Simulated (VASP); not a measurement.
# TaGa3O8 in VASP: further runs

Runs on TaGa3O8. Level: PBE. Tasks: single point.

Everything below comes from runs of VASP 6.6.1. Logs are shortened: lines on timing, memory, paths and dates and some standing lists are left out, and cuts for length are marked.

## (1) The cell of the first run

The cell holds a disordered packing, 12 atoms: a = 5.508 Å, b = 5.527 Å, c = 4.774 Å, α = 82.46°, β = 86.67°, γ = 98.55°.

## (2) Single point, PBE

INCAR

```
ALGO = Normal
EDIFF = 1E-7
ENCUT = 520
GGA = PE
ISIF = 2
ISMEAR = 1
LASPH = T
LCHARG = F
LREAL = F
LWAVE = F
NBANDS = 61
NELM = 100
PREC = Accurate
SIGMA = 0.15
```

KPOINTS

```
k-points
0
Gamma
  3 3 3
```

POSCAR

```
TaGa3O8
1.0
    5.4670310000     -0.6035090000      0.2864070000
   -0.2565880000      5.4827790000      0.6449850000
    0.0368590000      0.0718290000      4.7732080000
O Ta Ga
8 1 3
Direct
    0.8836023350      0.0174209729      0.4312828688
    0.4903656715      0.4239292504      0.9004539152
    0.6002937540      0.1624097618      0.3588223699
    0.1691384860     -0.0763587322      0.6078276477
    0.0733792942      0.4270537120      0.2991123408
    0.6930334723      0.1791696330      0.7481022483
    0.1585042072      0.0991878216      0.9429173479
    0.7857476755      0.9254997017     -0.0084859197
    0.1034633601      0.5320241041      0.7653382804
    0.7326489687      0.5476823714      0.2378822152
    0.3242901815      0.8127141533      0.2136038454
    0.6335267030      0.7626063381      0.6850025955
```

Potentials or basis: VASP PAW PBE potentials, release 64 (O, Ta_pv, Ga_d).

Launch:

```
> cat potpaw_PBE.64/O/POTCAR potpaw_PBE.64/Ta_pv/POTCAR potpaw_PBE.64/Ga_d/POTCAR > POTCAR
> mpirun -np 1 vasp_std > vasp.out
```

OUTCAR:

```text
EDIFF = 1E-7
   ENCUT = 520
   GGA = PE
   ISIF = 2
   ISMEAR = 1
   LASPH = T
   LREAL = F
   NELM = 100
   PREC = Accurate

 ion  position               nearest neighbor table
   1  0.884  0.017  0.431-   3 1.89   4 1.93  12 2.03
   2  0.490  0.424  0.900-  12 2.04  10 2.26   9 2.40
   3  0.600  0.162  0.359-   1 1.89   6 1.97  10 2.14
   4  0.169  0.924  0.608-   1 1.93   9 2.17  11 2.22
   5  0.073  0.427  0.299-  10 2.11  11 2.33   9 2.38   9 2.53
   6  0.693  0.179  0.748-   8 1.85   3 1.97  12 2.34   9 2.77
   7  0.159  0.099  0.943-  11 2.24   9 2.50
   8  0.786  0.925  0.992-   6 1.85  12 1.98  10 2.23
   9  0.103  0.532  0.765-   4 2.17   5 2.38   2 2.40   7 2.50   5 2.53   6 2.77  11 2.97  10 2.97
                            12 2.99  11 3.01  12 3.07
  10  0.733  0.548  0.238-   5 2.11   3 2.14   8 2.23   2 2.26  12 2.64  11 2.86  12 2.87   9 2.97

  11  0.324  0.813  0.214-   4 2.22   7 2.24   5 2.33  10 2.86  12 2.91   9 2.97   9 3.01
  12  0.634  0.763  0.685-   8 1.98   1 2.03   2 2.04   6 2.34  10 2.64  10 2.87  11 2.91   9 2.99
                             9 3.07

  LATTYP: Found a triclinic cell.
 ALAT       =    11.7485229977
 B/A-ratio  =     0.9844688170
 C/A-ratio  =     1.4328433695
 COS(alpha) =     0.0007078361
 COS(beta)  =     0.6252499426
 COS(gamma) =     0.7783939024

  Lattice vectors:

 A1 = (  10.8972030000,  -1.2788470000,  -4.2003940000)
 A2 = (  10.6774740000,   4.2757610000,   1.2177990000)
 A3 = (   5.9064890000, -11.7127250000, -10.5499790000)

Analysis of symmetry for initial positions (statically):
=====================================================================
 Subroutine PRICEL returns:
 Original cell was already a primitive cell.

 Routine SETGRP: Setting up the symmetry group for a
 triclinic supercell.

 Subroutine GETGRP returns: Found  1 space group operations
 (whereof  1 operations were pure point group operations)
 out of a pool of  2 trial point group operations.

The static configuration has the point symmetry C_1 .

Analysis of symmetry for dynamics (positions and initial velocities):
=====================================================================
 Subroutine PRICEL returns:
 Original cell was already a primitive cell.

 Routine SETGRP: Setting up the symmetry group for a
 triclinic supercell.

 Subroutine GETGRP returns: Found  1 space group operations
 (whereof  1 operations were pure point group operations)
 out of a pool of  2 trial point group operations.

The dynamic configuration has the point symmetry C_1 .

 Subroutine INISYM returns: Found  1 space group operations
 (whereof  1 operations are pure point group operations),
 and found     1 'primitive' translations

----------------------------------------------------------------------------------------

                                     Primitive cell

  volume of cell :     142.0047

  direct lattice vectors                    reciprocal lattice vectors
     5.467031000 -0.603509000  0.286407000     0.183966559  0.008792113 -0.001552908
    -0.256588000  5.482779000  0.644985000     0.020430636  0.183689128 -0.002921989
     0.036859000  0.071829000  4.773208000    -0.013799265 -0.025348750  0.209990724

  length of vectors
     5.507692805  5.526545812  4.773890720     0.184183082  0.184844921  0.211964815

  position of ions in fractional coordinates (direct lattice)
     0.883602335  0.017420973  0.431282869
     0.490365672  0.423929250  0.900453915
     0.600293754  0.162409762  0.358822370
     0.169138486  0.923641268  0.607827648
     0.073379294  0.427053712  0.299112341
     0.693033472  0.179169633  0.748102248
     0.158504207  0.099187822  0.942917348
     0.785747675  0.925499702  0.991514080
     0.103463360  0.532024104  0.765338280
     0.732648969  0.547682371  0.237882215
     0.324290181  0.812714153  0.213603845
     0.633526703  0.762606338  0.685002596

  ion indices of the primitive-cell ions
   primitive index   ion index
                 1           1
                 2           2
                 3           3
                 4           4
                 5           5
                 6           6
                 7           7
                 8           8
                 9           9
                10          10
                11          11
                12          12

----------------------------------------------------------------------------------------

 KPOINTS: k-points

Automatic generation of k-mesh.
 Grid dimensions read from file:
 generate k-points for:    3    3    3

 Generating k-lattice:

  Cartesian coordinates                     Fractional coordinates (reciprocal lattice)
     0.061322186  0.002930704 -0.000517636     0.333333333  0.000000000  0.000000000
     0.006810212  0.061229709 -0.000973996    -0.000000000  0.333333333  0.000000000
    -0.004599755 -0.008449583  0.069996908     0.000000000 -0.000000000  0.333333333

  Length of vectors
     0.061394361  0.061614974  0.070654938

  Shift w.r.t. Gamma in fractional coordinates (k-lattice)
     0.000000000  0.000000000  0.000000000

 Subroutine IBZKPT returns following result:
 ===========================================

 Found     14 irreducible k-points:

 Following reciprocal coordinates:
            Coordinates               Weight
  0.000000  0.000000  0.000000      1.000000
  0.333333  0.000000  0.000000      2.000000
 -0.000000  0.333333  0.000000      2.000000
  0.333333  0.333333  0.000000      2.000000
 -0.333333  0.333333  0.000000      2.000000
  0.000000 -0.000000  0.333333      2.000000
  0.333333 -0.000000  0.333333      2.000000
 -0.333333 -0.000000  0.333333      2.000000
 -0.000000  0.333333  0.333333      2.000000
  0.333333  0.333333  0.333333      2.000000
 -0.333333  0.333333  0.333333      2.000000
 -0.000000 -0.333333  0.333333      2.000000
  0.333333 -0.333333  0.333333      2.000000
 -0.333333 -0.333333  0.333333      2.000000
   k-points           NKPTS =     14   k-points in BZ     NKDIM =     14   number of bands    NBANDS=     61
   number of dos      NEDOS =    301   number of ions     NIONS =     12
   total plane-waves  NPLWV =  63504
   dimension x,y,z NGX =    42 NGY =   42 NGZ =   36
   dimension x,y,z NGXF=    84 NGYF=   84 NGZF=   72
   ions per type =               8   1   3
   NGX,Y,Z   is equivalent  to a cutoff of  12.68, 12.63, 12.54 a.u.
   NGXF,Y,Z  is equivalent  to a cutoff of  25.35, 25.27, 25.07 a.u.
 SYSTEM =  unknown system
   PREC   = accura    normal or accurate (medium, high low for compatibility)
   ISTART =      0    job   : 0-new  1-cont  2-samecut
   ICHARG =      2    charge: 1-file 2-atom 10-const
   ISPIN  =      1    spin polarized calculation?
   LNONCOLLINEAR =      F non collinear calculations
   LSORBIT =      F    spin-orbit coupling
   LASPH  =      T    aspherical Exc in radial PAW
   ENCUT  =  520.0 eV  38.22 Ry    6.18 a.u.  10.24 10.28  8.88*2*pi/ulx,y,z
   NELM   =    100;   NELMIN=  2; NELMDL= -5     # of ELM steps
   EDIFF  = 0.1E-06   stopping-criterion for ELM
   LREAL  =      F    real-space projection
   EDIFFG = 0.1E-05   stopping-criterion for IOM
   NSW    =      0    number of steps for IOM
   IBRION =     -1    ionic relax: 0-MD 1-quasi-New 2-CG
   NFREE  =      0    steps in history (QN), initial steepest desc. (CG)
   ISIF   =      2    stress and relaxation
   ISYM   =      2    0-nonsym 1-usesym 2-fastsym
   POTIM  = 0.5000    time-step for ionic-motion
   TEBEG  =    0.0;   TEEND  =   0.0 temperature during run
   PSTRESS=    0.0 pullay stress
   NELECT =      98.0000    total number of electrons
   NUPDOWN=      -1.0000    fix difference up-down
   EMIN   =  10.00;   EMAX   =-10.00  energy-range for DOS
   EFERMI =   0.00;   METHOD = LEGACY
   ISMEAR =     1;   SIGMA  =   0.15  broadening in eV -4-tet -1-fermi 0-gaus
   EFERMI_NEDOS =   21; number of points for ismear=-14 and -15
   IALGO  =     38    algorithm
   IMIX   =      4    mixing-type and parameters
     AMIX     =   0.40;   BMIX     =  1.00
     AMIX_MAG =   1.60;   BMIX_MAG =  1.00
  volume/ion in A,a.u.               =      11.83        79.86
  Fermi-wavevector in a.u.,A,eV,Ry     =   1.446714  2.733893 28.476732  2.092981
  Thomas-Fermi vector in A             =   2.564751
   LORBIT       =      0    0 simple, 1 ext, 2 COOP (PROOUT), +10 PAW based schemes
   GGA     = PE    functional components
   LHFCALC =     F    Hartree Fock is set to
   AEXX    =    0.0000 exact exchange contribution
   IVDW    =     0    specifies the selected vdW correction
   LEPSILON=     F    determine dielectric tensor
   LRPA    =     F    only Hartree local field effects (RPA)
 non-spin polarized calculation
 Methfessel and Paxton  Order N= 1 SIGMA  =   0.15
  energy-cutoff  :      520.00
  volume of cell :      142.00
 maximum number of plane-waves:      3836
 NGX is ok and might be reduce to    42
   NGX = 21   NGY = 21   NGZ = 17

 number of electron      98.0000002 magnetization

 Free energy of the ion-electron system (eV)
  ---------------------------------------------------
  ext. energy  EPLUGINS =         0.00000000
  ---------------------------------------------------
  free energy    TOTEN  =       -58.40625699 eV

  energy without entropy =      -58.40443454  energy(sigma->0) =      -58.40564951

 E-fermi :   3.8867     XC(G=0): -11.2450

 val. band max:        3.8769111513   @ k =   0.0000   0.0000   0.0000
 cond. band min:       3.9203437889   @ k =  -0.3333  -0.0000   0.3333
 fundamental gap:      0.0434326376
 Fermi energy:         3.8866959622

 k-point     1 :       0.0000    0.0000    0.0000
  band No.  band energies     occupation
      1     -32.2991      2.00000
      2     -32.2716      2.00000
      3     -32.2390      2.00000
      4     -16.5259      2.00000
      5     -14.8948      2.00000
      6     -14.4196      2.00000
[... 885 lines left out ...]
     60       8.3096      0.00000
     61       9.4024      0.00000

------------------------ aborting loop because EDIFF is reached ----------------------------------------

  FORCE on cell =-STRESS in cart. coord.  units (eV):
  Direction    XX          YY          ZZ          XY          YZ          ZX
  --------------------------------------------------------------------------------------
  -------------------------------------------------------------------------------------
  Total       -3.9199772    -18.4164662     -1.7714802      0.6348889      4.5399916     -5.1907925
  in kB      -44.2273993   -207.7849877    -19.9868418      7.1631755     51.2227534    -58.5654570
  external PRESSURE =     -90.6664096 kB  Pullay stress =       0.0000000 kB

 VOLUME and BASIS-vectors are now :
 -----------------------------------------------------------------------------
  energy-cutoff  :      520.00
  volume of cell :      142.00
      direct lattice vectors                 reciprocal lattice vectors
     5.467031000 -0.603509000  0.286407000     0.183966559  0.008792113 -0.001552908
    -0.256588000  5.482779000  0.644985000     0.020430636  0.183689128 -0.002921989
     0.036859000  0.071829000  4.773208000    -0.013799265 -0.025348750  0.209990724

 POSITION                                       TOTAL-FORCE (eV/Angst)
 -----------------------------------------------------------------------------------
      4.84211     -0.40677      2.32291        -1.231945     -0.083475      0.562062
      2.60526      2.09305      4.71193        -1.084401      2.253234     -0.346014
      3.25338      0.55395      1.98941         0.901132      0.253921     -0.179274
      0.71009      5.00570      3.54547         0.115724     -4.225949     -0.420306
      0.30262      2.31864      1.72418        -0.044737      2.982099      0.646162
      3.77044      0.61783      3.88490         0.750531      0.762512      0.494269
      0.87585      0.51589      4.61011         0.149535      1.245396      0.451477
      4.09478      4.67132      5.55468        -1.371189     -1.633803     -0.373982
      0.45734      2.90950      4.02590         1.739795     -2.335219     -0.695131
      3.87365      2.57775      1.69854        -0.147936     -1.850144     -0.023963
      1.57225      4.27556      1.63664        -0.235754      1.869458      0.018874
      3.29308      3.84807      3.94298         0.459245      0.761971     -0.134173
 -----------------------------------------------------------------------------------
    total drift:                               -0.000282     -0.000637      0.001058

  FREE ENERGIE OF THE ION-ELECTRON SYSTEM (eV)
  ---------------------------------------------------
  free  energy   TOTEN  =       -58.4062569929 eV

  energy  without entropy=      -58.4044345355  energy(sigma->0) =      -58.40564951
```

It took 3.9 min on 1 thread of Intel Xeon Platinum 8259CL at 2.50GHz (Skylake/Cascade Lake), shared host; peak memory 0.29 GiB.

What came out:

- Free energy: -58.4063 eV
- Pressure: -9.1 GPa
- Largest force: 4.248 eV/Å
- Band gap on the k mesh: zero (bands 49 and 50 overlap by 0.12 eV)

Forces in eV/Å, atoms in the order of the input:
```
O   -1.232 -0.083  0.562
O   -1.084  2.253 -0.346
O    0.901  0.254 -0.179
O    0.116 -4.226 -0.420
O   -0.045  2.982  0.646
O    0.751  0.763  0.494
O    0.150  1.245  0.451
O   -1.371 -1.634 -0.374
Ta   1.740 -2.335 -0.695
Ga  -0.148 -1.850 -0.024
Ga  -0.236  1.869  0.019
Ga   0.459  0.762 -0.134
```

Caveat: the k points lie up to 0.44 Å⁻¹ apart; spin-orbit coupling is left out, which moves the levels of the heavy elements.

(Part 1 of 2 ends here.)
